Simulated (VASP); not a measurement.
# BP (F-43m) in VASP: notebook

BP is run at these levels: PBEsol+D3(BJ); tasks: single point.

Everything below comes from runs of VASP 6.6.1. Logs are shortened: lines on timing, memory, paths and dates and some standing lists are left out, and cuts for length are marked.

### 1 The cell of the first run

The structure is cubic, space group F-43m (No. 216). The conventional cell has a = 4.538 Å, b = 4.538 Å, c = 4.538 Å, α = 90.00°, β = 90.00°, γ = 90.00°. Within 2.6 Å of B (site symmetry -43m) lie 4 P at 1.97 Å. Within 2.6 Å of P (site symmetry -43m) lie 4 B at 1.97 Å.

### 2 Single point, PBEsol+D3(BJ)

Contents of INCAR:

```
PREC = Accurate ; ENCUT = 520
EDIFF = 1E-6 ; ISMEAR = 0
SIGMA = 0.05 ; LREAL = False
LASPH = True ; NELM = 100
ALGO = Normal ; ISIF = 2
LWAVE = False ; LCHARG = True
GGA = PS ; IVDW = 12
LELF = True ; LVHAR = True
NBANDS = 11
```

Contents of KPOINTS:

```
regular mesh
0
Gamma
  8 8 8
```

Contents of POSCAR:

```
BP
1.0
    0.0000000000      2.2690012231      2.2690012231
    2.2690012231      0.0000000000      2.2690012231
    2.2690012231      2.2690012231      0.0000000000
B P
1 1
Direct
    0.0000000000      0.0000000000      0.0000000000
    0.7500000000      0.7500000000      0.7500000000
```

Potentials or basis: VASP PAW PBE potentials, release 64 (B, P).

Launch:

```bash
$ cat potpaw_PBE.64/B/POTCAR potpaw_PBE.64/P/POTCAR > POTCAR
$ mpirun -np 1 vasp_std > vasp.out
```

OUTCAR:

```text
PREC = Accurate
   ENCUT = 520
   EDIFF = 1E-6
   ISMEAR = 0
   LREAL = False
   LASPH = True
   NELM = 100
   ISIF = 2
   GGA = PS
   IVDW = 12
 IVDW          = 12

 ion  position               nearest neighbor table
   1  0.000  0.000  0.000-   2 1.97   2 1.97   2 1.97   2 1.97
   2  0.750  0.750  0.750-   1 1.97   1 1.97   1 1.97   1 1.97

  LATTYP: Found a face centered cubic cell.
 ALAT       =     4.5380024462

  Lattice vectors:

 A1 = (   0.0000000000,   2.2690012231,   2.2690012231)
 A2 = (   2.2690012231,   0.0000000000,   2.2690012231)
 A3 = (   2.2690012231,   2.2690012231,   0.0000000000)

Analysis of symmetry for initial positions (statically):
=====================================================================
 Subroutine PRICEL returns:
 Original cell was already a primitive cell.

 Routine SETGRP: Setting up the symmetry group for a
 face centered cubic supercell.

 Subroutine GETGRP returns: Found 24 space group operations
 (whereof 24 operations were pure point group operations)
 out of a pool of 48 trial point group operations.

The static configuration has the point symmetry T_d .

Analysis of symmetry for dynamics (positions and initial velocities):
=====================================================================
 Subroutine PRICEL returns:
 Original cell was already a primitive cell.

 Routine SETGRP: Setting up the symmetry group for a
 face centered cubic supercell.

 Subroutine GETGRP returns: Found 24 space group operations
 (whereof 24 operations were pure point group operations)
 out of a pool of 48 trial point group operations.

The dynamic configuration has the point symmetry T_d .

 Subroutine INISYM returns: Found 24 space group operations
 (whereof 24 operations are pure point group operations),
 and found     1 'primitive' translations

----------------------------------------------------------------------------------------

                                     Primitive cell

  volume of cell :      23.3633

  direct lattice vectors                    reciprocal lattice vectors
     0.000000000  2.269001223  2.269001223    -0.220361274  0.220361274  0.220361274
     2.269001223  0.000000000  2.269001223     0.220361274 -0.220361274  0.220361274
     2.269001223  2.269001223  0.000000000     0.220361274  0.220361274 -0.220361274

  length of vectors
     3.208852303  3.208852303  3.208852303     0.381676922  0.381676922  0.381676922

  position of ions in fractional coordinates (direct lattice)
     0.000000000  0.000000000  0.000000000
     0.750000000  0.750000000  0.750000000

  ion indices of the primitive-cell ions
   primitive index   ion index
                 1           1
                 2           2

----------------------------------------------------------------------------------------

 KPOINTS: regular mesh

Automatic generation of k-mesh.
 Grid dimensions read from file:
 generate k-points for:    8    8    8

 Generating k-lattice:

  Cartesian coordinates                     Fractional coordinates (reciprocal lattice)
    -0.027545159  0.027545159  0.027545159     0.125000000  0.000000000  0.000000000
     0.027545159 -0.027545159  0.027545159     0.000000000  0.125000000  0.000000000
     0.027545159  0.027545159 -0.027545159     0.000000000  0.000000000  0.125000000

  Length of vectors
     0.047709615  0.047709615  0.047709615

  Shift w.r.t. Gamma in fractional coordinates (k-lattice)
     0.000000000  0.000000000  0.000000000

 Subroutine IBZKPT returns following result:
 ===========================================

 Found     29 irreducible k-points:

 Following reciprocal coordinates:
            Coordinates               Weight
  0.000000  0.000000  0.000000      1.000000
  0.125000  0.000000  0.000000      8.000000
  0.250000  0.000000  0.000000      8.000000
  0.375000  0.000000  0.000000      8.000000
  0.500000  0.000000  0.000000      4.000000
  0.125000  0.125000  0.000000      6.000000
[... 16 lines left out ...]
  0.500000  0.250000  0.125000     48.000000
 -0.375000  0.250000  0.125000     24.000000
 [... further k-points ...]
   k-points           NKPTS =     29   k-points in BZ     NKDIM =     29   number of bands    NBANDS=     11
   number of dos      NEDOS =    301   number of ions     NIONS =      2
   total plane-waves  NPLWV =  13824
   dimension x,y,z NGX =    24 NGY =   24 NGZ =   24
   dimension x,y,z NGXF=    48 NGYF=   48 NGZF=   48
   ions per type =               1   1
   NGX,Y,Z   is equivalent  to a cutoff of  12.43, 12.43, 12.43 a.u.
   NGXF,Y,Z  is equivalent  to a cutoff of  24.87, 24.87, 24.87 a.u.
 SYSTEM =  unknown system
   PREC   = accura    normal or accurate (medium, high low for compatibility)
   ISTART =      0    job   : 0-new  1-cont  2-samecut
   ICHARG =      2    charge: 1-file 2-atom 10-const
   ISPIN  =      1    spin polarized calculation?
   LNONCOLLINEAR =      F non collinear calculations
   LSORBIT =      F    spin-orbit coupling
   LASPH  =      T    aspherical Exc in radial PAW
   ENCUT  =  520.0 eV  38.22 Ry    6.18 a.u.   5.97  5.97  5.97*2*pi/ulx,y,z
   NELM   =    100;   NELMIN=  2; NELMDL= -5     # of ELM steps
   EDIFF  = 0.1E-05   stopping-criterion for ELM
   LREAL  =      F    real-space projection
   EDIFFG = 0.1E-04   stopping-criterion for IOM
   NSW    =      0    number of steps for IOM
   IBRION =     -1    ionic relax: 0-MD 1-quasi-New 2-CG
   NFREE  =      0    steps in history (QN), initial steepest desc. (CG)
   ISIF   =      2    stress and relaxation
   ISYM   =      2    0-nonsym 1-usesym 2-fastsym
   POTIM  = 0.5000    time-step for ionic-motion
   TEBEG  =    0.0;   TEEND  =   0.0 temperature during run
   PSTRESS=    0.0 pullay stress
   NELECT =       8.0000    total number of electrons
   NUPDOWN=      -1.0000    fix difference up-down
   EMIN   =  10.00;   EMAX   =-10.00  energy-range for DOS
   EFERMI =   0.00;   METHOD = LEGACY
   ISMEAR =     0;   SIGMA  =   0.05  broadening in eV -4-tet -1-fermi 0-gaus
   EFERMI_NEDOS =   21; number of points for ismear=-14 and -15
   IALGO  =     38    algorithm
   IMIX   =      4    mixing-type and parameters
     AMIX     =   0.40;   BMIX     =  1.00
     AMIX_MAG =   1.60;   BMIX_MAG =  1.00
  volume/ion in A,a.u.               =      11.68        78.83
  Fermi-wavevector in a.u.,A,eV,Ry     =   1.145320  2.164341 17.847543  1.311757
  Thomas-Fermi vector in A             =   2.282009
   LORBIT       =      0    0 simple, 1 ext, 2 COOP (PROOUT), +10 PAW based schemes
   GGA     = PS    functional components
   LHFCALC =     F    Hartree Fock is set to
   AEXX    =    0.0000 exact exchange contribution
   IVDW    =    12    specifies the selected vdW correction
   LEPSILON=     F    determine dielectric tensor
   LRPA    =     F    only Hartree local field effects (RPA)
 non-spin polarized calculation
 Gauss-broadening in eV      SIGMA  =   0.05
  energy-cutoff  :      520.00
  volume of cell :       23.36
 maximum number of plane-waves:       638
   NGX = 11   NGY = 11   NGZ = 11

 number of electron       8.0000000 magnetization

 Free energy of the ion-electron system (eV)
  ---------------------------------------------------
  ext. energy  EPLUGINS =         0.00000000
  ---------------------------------------------------
  free energy    TOTEN  =       -13.67022622 eV

  energy without entropy =      -13.67022622  energy(sigma->0) =      -13.67022622

 E-fermi :   7.7124     XC(G=0): -11.0454

 val. band max:        7.4064041489   @ k =   0.0000   0.0000   0.0000
 cond. band min:       8.5691996765   @ k =   0.3750   0.3750   0.0000
 fundamental gap:      1.1627955276
 Fermi energy:         7.7124040906

 k-point     1 :       0.0000    0.0000    0.0000
  band No.  band energies     occupation
      1      -8.0920      2.00000
      2       7.4064      2.00000
      3       7.4064      2.00000
      4       7.4064      2.00000
      5      10.7627      0.00000
      6      10.7627      0.00000
      7      10.7627      0.00000
      8      14.7492      0.00000
      9      18.6484      0.00000
     10      19.5274      0.00000
     11      19.5274      0.00000

 k-point     2 :       0.1250    0.0000    0.0000
  band No.  band energies     occupation
      1      -7.8101      2.00000
      2       5.5355      2.00000
      3       6.9732      2.00000
      4       6.9732      2.00000
      5      11.2945      0.00000
      6      11.3597      0.00000
      7      11.3597      0.00000
      8      15.5304      0.00000
      9      18.5768      0.00000
     10      18.5768      0.00000
     11      19.4968      0.00000

 k-point     3 :       0.2500    0.0000    0.0000
  band No.  band energies     occupation
      1      -6.9823      2.00000
      2       2.5278      2.00000
      3       6.2804      2.00000
      4       6.2804      2.00000
      5      11.3570      0.00000
      6      12.1262      0.00000
      7      12.1262      0.00000
      8      16.9272      0.00000
      9      18.3055      0.00000
     10      18.3055      0.00000
     11      20.2238      0.00000

 k-point     4 :       0.3750    0.0000    0.0000
  band No.  band energies     occupation
      1      -5.7125      2.00000
      2      -0.2121      2.00000
      3       5.8027      2.00000
      4       5.8027      2.00000
      5      11.2063      0.00000
      6      12.1681      0.00000
      7      12.1681      0.00000
      8      17.3978      0.00000
      9      19.9781      0.00000
     10      19.9781      0.00000
     11      21.0470      0.00000
[... 239 lines left out ...]
 k-point    22 :       0.3750    0.2500    0.1250
  band No.  band energies     occupation
      1      -6.2562      2.00000
      2       2.4596      2.00000
      3       3.5695      2.00000
      4       5.4124      2.00000
      5      10.7968      0.00000
      6      13.3343      0.00000
      7      13.5398      0.00000
      8      14.8944      0.00000
      9      18.9466      0.00000
     10      21.2120      0.00000
     11      22.8855      0.00000

 k-point    23 :       0.5000    0.2500    0.1250
  band No.  band energies     occupation
      1      -5.0176      2.00000
      2       0.2741      2.00000
      3       2.9223      2.00000
      4       4.6314      2.00000
      5      11.4290      0.00000
      6      12.8091      0.00000
      7      14.6580      0.00000
      8      15.7007      0.00000
      9      19.7482      0.00000
     10      20.7372      0.00000
     11      24.3277      0.00000

 k-point    24 :      -0.3750    0.2500    0.1250
  band No.  band energies     occupation
      1      -4.0819      2.00000
      2      -1.0916      2.00000
      3       2.8469      2.00000
      4       4.2570      2.00000
      5      11.5049      0.00000
      6      12.5392      0.00000
      7      15.6808      0.00000
      8      17.1273      0.00000
      9      17.7630      0.00000
     10      21.7777      0.00000
     11      24.0698      0.00000

 [... further k-points ...]

------------------------ aborting loop because EDIFF is reached ----------------------------------------

 Edisp (eV)   -0.50129

 E8    (eV) :    -0.2891

  FORCE on cell =-STRESS in cart. coord.  units (eV):
  Direction    XX          YY          ZZ          XY          YZ          ZX
  --------------------------------------------------------------------------------------
  -------------------------------------------------------------------------------------
  Total      -0.77407    -0.77407    -0.77407    -0.00000     0.00000    -0.00000
  in kB     -53.08318   -53.08318   -53.08318    -0.00000     0.00000    -0.00000
  external pressure =      -53.08 kB  Pullay stress =        0.00 kB

 VOLUME and BASIS-vectors are now :
 -----------------------------------------------------------------------------
  energy-cutoff  :      520.00
  volume of cell :       23.36
      direct lattice vectors                 reciprocal lattice vectors
     0.000000000  2.269001223  2.269001223    -0.220361274  0.220361274  0.220361274
     2.269001223  0.000000000  2.269001223     0.220361274 -0.220361274  0.220361274
     2.269001223  2.269001223  0.000000000     0.220361274  0.220361274 -0.220361274

 POSITION                                       TOTAL-FORCE (eV/Angst)
 -----------------------------------------------------------------------------------
      0.00000      0.00000      0.00000         0.000000      0.000000      0.000000
      3.40350      3.40350      3.40350        -0.000000     -0.000000     -0.000000
 -----------------------------------------------------------------------------------
    total drift:                               -0.000000     -0.000000     -0.000000

  FREE ENERGIE OF THE ION-ELECTRON SYSTEM (eV)
  ---------------------------------------------------
  free  energy   TOTEN  =       -14.1715157046 eV

  energy  without entropy=      -14.1715157046  energy(sigma->0) =      -14.17151570
```

It took 14 s on 1 thread of AMD EPYC 7R43 (Zen 3), shared host; peak memory 0.11 GiB.

What came out:

* Free energy: -14.1715 eV
* Pressure: -5.3 GPa
* Band gap on the k mesh: 1.16 eV, indirect (least direct gap 3.36 eV)
* Dispersion energy per atom: -0.251 eV

Levels at points of the mesh, in eV from the valence-band top:
```csv
k point,band 1,band 2,band 3,band 4,band 5,band 6,band 7,band 8
"(0.00, 0.00, 0.00)",-15.50,0.00,0.00,0.00,3.36,3.36,3.36,7.34
"(0.50, 0.00, 0.00)",-12.15,-9.10,-1.77,-1.77,3.73,4.65,4.65,9.93
"(0.50, 0.50, 0.00)",-10.62,-8.60,-4.15,-4.15,1.23,1.52,12.10,12.10
```

Caveat: the PAW data sets were made with another functional, which shifts forces and pressure a little. A k mesh can miss the band edges.

[end of part 1 of 2]
